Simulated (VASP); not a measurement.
# BaMo (Cmcm) in VASP: further runs

Runs on BaMo. Level: PBE. Tasks: single point.

All numbers are computed with VASP 6.6.1; they aren't measurements. Logs are shortened: lines on timing, memory, paths and dates and some standing lists are left out, and cuts for length are marked.

### 1 The cell of the first run

It takes space group Cmcm (No. 63, orthorhombic). The conventional cell has a = 5.496 Å, b = 12.649 Å, c = 3.732 Å, α = 90.00°, β = 90.00°, γ = 90.00°. Within 4.6 Å of Ba (site symmetry m2m) lie 7 Mo at 3.47 to 3.84 Å and 8 Ba at 3.73 to 4.37 Å. Within 3.1 Å of Mo (site symmetry m2m) lie 2 Mo at 2.38 Å.

### 2 Single point, PBE

INCAR reads:

```
PREC     = Accurate       # precision mode
ENCUT    = 520            # plane-wave cutoff, eV
EDIFF    = 1E-6           # SCF threshold, eV
ISMEAR   = 0              # smearing method
SIGMA    = 0.1            # smearing width, eV
LREAL    = F              # projectors in reciprocal space
LASPH    = T              # aspherical terms in the spheres
NELM     = 60             # most SCF steps
ALGO     = Fast           # electronic algorithm
ISIF     = 2              # what is computed and relaxed
LWAVE    = F              # write WAVECAR
LCHARG   = F              # write CHGCAR
GGA      = PE             # functional
NBANDS   = 32             # bands
```

KPOINTS reads:

```
Automatic mesh
0
Gamma
  4 4 6
```

POSCAR reads:

```
BaMo
1.0
    2.7479916977     -6.3246747666      0.0000000000
    2.7479916977      6.3246747666      0.0000000000
    0.0000000000      0.0000000000      3.7317777813
Ba Mo
2 2
Direct
    0.8620868169      0.1379131831      0.2500000000
    0.1379131831      0.8620868169      0.7500000000
    0.5582059454      0.4417940546      0.2500000000
    0.4417940546      0.5582059454      0.7500000000
```

Potentials or basis: VASP PAW PBE potentials, release 64 (Ba_sv, Mo_sv).

Started as:

```bash
> cat potpaw_PBE.64/Ba_sv/POTCAR potpaw_PBE.64/Mo_sv/POTCAR > POTCAR
> mpirun -np 1 vasp_std > vasp.out
```

OUTCAR:

```text
PREC = Accurate
   ENCUT = 520
   EDIFF = 1E-6
   ISMEAR = 0
   LREAL = F
   LASPH = T
   NELM = 60
   ISIF = 2
   GGA = PE

 ion  position               nearest neighbor table
   1  0.862  0.138  0.250-   4 3.47   4 3.47   4 3.47   4 3.47   3 3.70   3 3.70   3 3.84   2 3.96
                             2 3.96   2 4.37   2 4.37   2 4.37   2 4.37
   2  0.138  0.862  0.750-   3 3.47   3 3.47   3 3.47   3 3.47   4 3.70   4 3.70   4 3.84   1 3.96
                             1 3.96   1 4.37   1 4.37   1 4.37   1 4.37
   3  0.558  0.442  0.250-   4 2.38   4 2.38   2 3.47   2 3.47   2 3.47   2 3.47   1 3.70   1 3.70
                             1 3.84
   4  0.442  0.558  0.750-   3 2.38   3 2.38   1 3.47   1 3.47   1 3.47   1 3.47   2 3.70   2 3.70
                             2 3.84

  LATTYP: Found a base centered orthorhombic cell.
 ALAT       =     5.4959833954
 B/A-ratio  =     2.3015625454
 C/A-ratio  =     0.6790009199

  Lattice vectors:

 A1 = (   2.7479916977,  -6.3246747666,   0.0000000000)
 A2 = (   2.7479916977,   6.3246747666,   0.0000000000)
 A3 = (   0.0000000000,   0.0000000000,   3.7317777813)

Analysis of symmetry for initial positions (statically):
=====================================================================
 Subroutine PRICEL returns:
 Original cell was already a primitive cell.

 Routine SETGRP: Setting up the symmetry group for a
 base centered orthorhombic supercell.

 Subroutine GETGRP returns: Found  8 space group operations
 (whereof  4 operations were pure point group operations)
 out of a pool of  8 trial point group operations.

The static configuration has the point symmetry C_2h.
 The point group associated with its full space group is D_2h.

Analysis of symmetry for dynamics (positions and initial velocities):
=====================================================================
 Subroutine PRICEL returns:
 Original cell was already a primitive cell.

 Routine SETGRP: Setting up the symmetry group for a
 base centered orthorhombic supercell.

 Subroutine GETGRP returns: Found  8 space group operations
 (whereof  4 operations were pure point group operations)
 out of a pool of  8 trial point group operations.

The dynamic configuration has the point symmetry C_2h.
 The point group associated with its full space group is D_2h.

 Subroutine INISYM returns: Found  8 space group operations
 (whereof  4 operations are pure point group operations),
[... 92 lines left out ...]
   ISTART =      0    job   : 0-new  1-cont  2-samecut
   ICHARG =      2    charge: 1-file 2-atom 10-const
   ISPIN  =      1    spin polarized calculation?
   LNONCOLLINEAR =      F non collinear calculations
   LSORBIT =      F    spin-orbit coupling
   LASPH  =      T    aspherical Exc in radial PAW
   ENCUT  =  520.0 eV  38.22 Ry    6.18 a.u.  12.82 12.82  6.94*2*pi/ulx,y,z
   NELM   =     60;   NELMIN=  2; NELMDL= -5     # of ELM steps
   EDIFF  = 0.1E-05   stopping-criterion for ELM
   LREAL  =      F    real-space projection
[... 7 lines left out ...]
   TEBEG  =    0.0;   TEEND  =   0.0 temperature during run
   PSTRESS=    0.0 pullay stress
   NELECT =      48.0000    total number of electrons
   NUPDOWN=      -1.0000    fix difference up-down
   EMIN   =  10.00;   EMAX   =-10.00  energy-range for DOS
   EFERMI =   0.00;   METHOD = LEGACY
   ISMEAR =     0;   SIGMA  =   0.10  broadening in eV -4-tet -1-fermi 0-gaus
   EFERMI_NEDOS =   21; number of points for ismear=-14 and -15
   IALGO  =     68    algorithm
   IMIX   =      4    mixing-type and parameters
     AMIX     =   0.40;   BMIX     =  1.00
     AMIX_MAG =   1.60;   BMIX_MAG =  1.00
  volume/ion in A,a.u.               =      32.43       218.84
  Fermi-wavevector in a.u.,A,eV,Ry     =   1.175318  2.221029 18.794718  1.381373
  Thomas-Fermi vector in A             =   2.311701
   LORBIT       =      0    0 simple, 1 ext, 2 COOP (PROOUT), +10 PAW based schemes
   GGA     = PE    functional components
   LHFCALC =     F    Hartree Fock is set to
   AEXX    =    0.0000 exact exchange contribution
   IVDW    =     0    specifies the selected vdW correction
   LEPSILON=     F    determine dielectric tensor
   LRPA    =     F    only Hartree local field effects (RPA)
 non-spin polarized calculation
 RMM-DIIS sequential band-by-band and
 Gauss-broadening in eV      SIGMA  =   0.10
  energy-cutoff  :      520.00
  volume of cell :      129.72
 maximum number of plane-waves:      3508
 NGX is ok and might be reduce to    54
   NGX = 25   NGY = 25   NGZ = 13

 number of electron      48.0000002 magnetization

 Free energy of the ion-electron system (eV)
  ---------------------------------------------------
  ext. energy  EPLUGINS =         0.00000000
  ---------------------------------------------------
  free energy    TOTEN  =       -22.38242299 eV

  energy without entropy =      -22.36989126  energy(sigma->0) =      -22.37615712

 E-fermi :   4.5557     XC(G=0):  -9.5479

 val. band max:        4.5456965418   @ k =   0.5000   0.2500   0.0000
 cond. band min:       4.6075189792   @ k =   0.2500   0.0000   0.0000
 fundamental gap:      0.0618224374
 Fermi energy:         4.5557147500

 k-point     1 :       0.0000    0.0000    0.0000
  band No.  band energies     occupation
      1     -55.9368      2.00000
      2     -55.4541      2.00000
      3     -30.6924      2.00000
      4     -30.2656      2.00000
      5     -30.0022      2.00000
      6     -29.6234      2.00000
[... 829 lines left out ...]
     31       7.0315      0.00000
     32       7.0315      0.00000

 [... further k-points ...]

------------------------ aborting loop because EDIFF is reached ----------------------------------------

  FORCE on cell =-STRESS in cart. coord.  units (eV):
  Direction    XX          YY          ZZ          XY          YZ          ZX
  --------------------------------------------------------------------------------------
  -------------------------------------------------------------------------------------
  Total        0.4548383      0.4652148      0.5071276      0.0000000      0.0000000      0.0000000
  in kB        5.6178256      5.7459880      6.2636634      0.0000000      0.0000000      0.0000000
  external PRESSURE =       5.8758257 kB  Pullay stress =       0.0000000 kB

 VOLUME and BASIS-vectors are now :
 -----------------------------------------------------------------------------
  energy-cutoff  :      520.00
  volume of cell :      129.72
      direct lattice vectors                 reciprocal lattice vectors
     2.747991698 -6.324674767  0.000000000     0.181951059 -0.079055448  0.000000000
     2.747991698  6.324674767  0.000000000     0.181951059  0.079055448  0.000000000
     0.000000000  0.000000000  3.731777781     0.000000000  0.000000000  0.267968796

 POSITION                                       TOTAL-FORCE (eV/Angst)
 -----------------------------------------------------------------------------------
      2.74799     -4.58016      0.93294         0.000000      0.050116     -0.000000
      2.74799      4.58016      2.79883         0.000000     -0.050116     -0.000000
      2.74799     -0.73627      0.93294         0.000000     -0.070907      0.000000
      2.74799      0.73627      2.79883         0.000000      0.070907      0.000000
 -----------------------------------------------------------------------------------
    total drift:                               -0.000000      0.000000      0.000000

  FREE ENERGIE OF THE ION-ELECTRON SYSTEM (eV)
  ---------------------------------------------------
  free  energy   TOTEN  =       -22.3824229876 eV

  energy  without entropy=      -22.3698912569  energy(sigma->0) =      -22.37615712
```

Wall time 5 min (1 thread of Intel Xeon 8259CL, shared host); peak memory 0.33 GiB.

What came out:

- Free energy: -22.3824 eV
- Pressure: 0.6 GPa
- Largest force: 0.071 eV/Å
- Band gap on the k mesh: zero (bands 24 and 25 overlap by 0.65 eV)

Forces on the atoms (eV/Å):
```
Ba   0.000  0.050  0.000
Ba   0.000 -0.050  0.000
Mo   0.000 -0.071  0.000
Mo   0.000  0.071  0.000
```

Levels at points of the mesh, in eV from the Fermi level:
```tsv
k point	band 21	band 22	band 23	band 24	band 25	band 26	band 27	band 28
(0.00, 0.00, 0.00)	-1.48	-1.20	-1.19	-0.07	0.49	0.66	1.65	1.75
(0.50, 0.00, 0.00)	-1.31	-1.29	-1.09	-0.94	0.58	0.65	0.84	1.20
(0.50, 0.50, 0.00)	-1.71	-1.55	-1.50	-0.05	0.42	0.49	1.20	1.76
(0.00, 0.00, 0.50)	-0.96	-0.96	-0.53	-0.53	-0.37	-0.37	1.28	1.28
(0.50, 0.00, 0.50)	-1.58	-1.58	-0.23	-0.23	0.60	0.60	1.39	1.39
(0.50, 0.50, 0.50)	-1.00	-1.00	-0.32	-0.32	-0.06	-0.06	0.61	0.61
```

Caveat: spin-orbit coupling is left out, which moves the levels of the heavy elements.

### 3 Single point, PBE

This run uses another cell than the first one, of 28.38 Å³/atom.

INCAR reads:

```
ALGO     = Normal         # electronic algorithm
EDIFF    = 1E-6           # SCF threshold, eV
ENCUT    = 520            # plane-wave cutoff, eV
GGA      = PE             # functional
ISIF     = 2              # what is computed and relaxed
ISMEAR   = 0              # smearing method
LASPH    = T              # aspherical terms in the spheres
LCHARG   = T              # write CHGCAR
LELF     = T              # ELF
LREAL    = F              # projectors in reciprocal space
LVHAR    = T            
LWAVE    = F              # write WAVECAR
NBANDS   = 32             # bands
NELM     = 100            # most SCF steps
PREC     = Accurate       # precision mode
SIGMA    = 0.1            # smearing width, eV
```

KPOINTS reads:

```
k-points
0
Gamma
  4 4 4
```

POSCAR reads:

```
BaMo
1.0
    2.2605447835     -5.7356687010      0.0000000000
    2.2605447835      5.7356687010      0.0000000000
    0.0000000000      0.0000000000      4.3783301500
Ba Mo
2 2
Direct
    0.8620000000      0.1380000000      0.7500000000
    0.1380000000      0.8620000000      0.2500000000
    0.5830000000      0.4170000000      0.7500000000
    0.4170000000      0.5830000000      0.2500000000
```

Potentials or basis: VASP PAW PBE potentials, release 64 (Ba_sv, Mo_sv).

Started as:

```bash
> cat potpaw_PBE.64/Ba_sv/POTCAR potpaw_PBE.64/Mo_sv/POTCAR > POTCAR
> mpirun -np 1 vasp_std > vasp.out
```

Wall time 2.6 min (1 thread of Intel Xeon 8259CL, shared host); peak memory 0.3 GiB.

The run converged. Its results:

```yaml
Free_energy: -19.5467 eV
Pressure: 0.7 GPa
Largest_force: 3.484 eV/Å
Band_gap_on_the_k_mesh: zero (bands 24 and 25 overlap by 0.28 eV)
```

Forces in eV/Å, atoms in the order of the input:
```
Ba   0.000 -0.039  0.000
Ba   0.000  0.039  0.000
Mo   0.000  3.484  0.000
Mo   0.000 -3.484  0.000
```

Stress tensor (GPa, compression positive):
```
 7.68  0.00  0.00
 0.00 -1.33  0.00
 0.00  0.00 -4.17
```

Levels at points of the mesh, in eV from the Fermi level:
```tsv
k point	band 20	band 21	band 22	band 23	band 24	band 25	band 26	band 27	band 28	band 29
(0.00, 0.00, 0.00)	-1.78	-1.70	-1.48	-0.79	-0.31	0.22	0.52	0.71	1.25	2.94
(0.50, 0.00, 0.00)	-1.09	-1.06	-0.74	-0.45	0.08	0.27	0.53	0.77	0.97	1.51
(0.50, 0.50, 0.00)	-1.65	-1.64	-1.57	-1.37	-0.23	-0.03	0.42	0.44	0.88	2.66
(0.00, 0.00, 0.50)	-1.42	-0.62	-0.62	-0.48	-0.48	0.11	0.11	0.84	0.84	2.31
(0.50, 0.00, 0.50)	-1.48	-0.31	-0.31	-0.16	-0.16	0.14	0.14	0.94	0.94	2.40
(0.50, 0.50, 0.50)	-1.18	-0.97	-0.97	-0.82	-0.82	0.13	0.13	0.44	0.44	2.08
```

Caveat: the k points lie up to 0.37 Å⁻¹ apart; spin-orbit coupling is left out, which moves the levels of the heavy elements; forces of over 1 eV/Å act on the atoms, so gaps and moduli don't describe the material at rest.

### 4 Single point, PBE

This run uses another cell than the first one, of 32.08 Å³/atom.

INCAR reads:

```
SYSTEM = BaMo
ALGO = Normal
EDIFF = 1E-7
ENCUT = 520
GGA = PE
ISIF = 2
ISMEAR = 0
LASPH = .True.
LCHARG = .True.
LELF = .True.
LREAL = .False.
LVHAR = .True.
LWAVE = .False.
NBANDS = 32
NELM = 60
PREC = Accurate
SIGMA = 0.1
```

KPOINTS reads:

```
k-points
0
Gamma
  4 4 4
  0 0 0
```

POSCAR reads:

```
BaMo
1.0
    2.7847768188     -6.3679797859      0.0000000000
    2.7847768188      6.3679797859      0.0000000000
    0.0000000000      0.0000000000      3.6179318358
Ba Mo
2 2
Direct
    0.8657739910      0.1342260090      0.7500000000
    0.1342260090      0.8657739910      0.2500000000
    0.5610427333      0.4389572667      0.7500000000
    0.4389572667      0.5610427333      0.2500000000
```

Started as:

```bash
> cat potpaw_PBE.64/Ba_sv/POTCAR potpaw_PBE.64/Mo_sv/POTCAR > POTCAR
> mpirun -np 1 vasp_std > vasp.out
```

It took 3.2 min on 1 thread of Intel Xeon 8259CL, shared host; peak memory 0.31 GiB.

It converged, with:

| Item | Value |
| --- | --- |
| Free energy | -22.2810 eV |
| Pressure | 0.7 GPa |
| Largest force | 0.082 eV/Å |
| Band gap on the k mesh | zero (bands 24 and 25 overlap by 0.50 eV) |

Forces in eV/Å, atoms in the order of the input:
```
Ba   0.000  0.082  0.000
Ba   0.000 -0.082  0.000
Mo   0.000 -0.043  0.000
Mo   0.000  0.043  0.000
```

Stress tensor (GPa, compression positive):
```
0.88 0.00 0.00
0.00 0.63 0.00
0.00 0.00 0.71
```

Levels at points of the mesh, in eV from the Fermi level:
| k point | band 21 | band 22 | band 23 | band 24 | band 25 | band 26 | band 27 | band 28 |
| --- | --- | --- | --- | --- | --- | --- | --- | --- |
| (0.00, 0.00, 0.00) | -1.41 | -1.28 | -1.21 | -0.07 | 0.53 | 0.55 | 1.59 | 1.79 |
| (0.50, 0.00, 0.00) | -1.39 | -1.14 | -1.08 | -0.90 | 0.51 | 0.57 | 0.78 | 1.13 |
| (0.50, 0.50, 0.00) | -1.83 | -1.75 | -1.30 | -0.15 | 0.55 | 0.57 | 1.17 | 1.66 |
| (0.00, 0.00, 0.50) | -0.93 | -0.93 | -0.62 | -0.62 | -0.40 | -0.40 | 1.42 | 1.42 |
| (0.50, 0.00, 0.50) | -1.39 | -1.39 | -0.32 | -0.32 | 0.55 | 0.55 | 1.41 | 1.41 |
| (0.50, 0.50, 0.50) | -0.87 | -0.87 | -0.47 | -0.47 | -0.13 | -0.13 | 0.65 | 0.65 |

Caveat: the k points lie up to 0.43 Å⁻¹ apart, too coarse for converged energies and pressures of a metal; spin-orbit coupling is left out, which moves the levels of the heavy elements.

### 5 Summary

```csv
cell,k mesh,gap on the mesh (eV),pressure (GPa),largest force (eV/Å)
"a = 6.896, b = 6.896, c = 3.732 Å, angles 90.0, 90.0, 133.0°, 4 atoms, atomic positions A",4 × 4 × 6,none,0.6,0.07
"a = 6.165, b = 6.165, c = 4.378 Å, angles 90.0, 90.0, 137.0°, 4 atoms, atomic positions B",4 × 4 × 4,none,0.7,3.48
"a = 6.950, b = 6.950, c = 3.618 Å, angles 90.0, 90.0, 132.8°, 4 atoms, atomic positions C",4 × 4 × 4,none,0.7,0.08
```

Alike in all rows: task single point; level PBE; potentials or basis VASP PAW PBE potentials, release 64 (Ba_sv, Mo_sv); no spin polarisation; cutoff (eV) 520; smearing gaussian 0.1 eV.

Caveats: some runs use coarse meshes; spin-orbit coupling is left out, which moves the levels of the heavy elements; forces of over 1 eV/Å act on the atoms, so gaps and moduli don't describe the material at rest (at least some runs).

Absolute energies hang on the potentials; compare differences alone.

The gap in the log of VASP goes by the Fermi energy; the results here count the filled bands.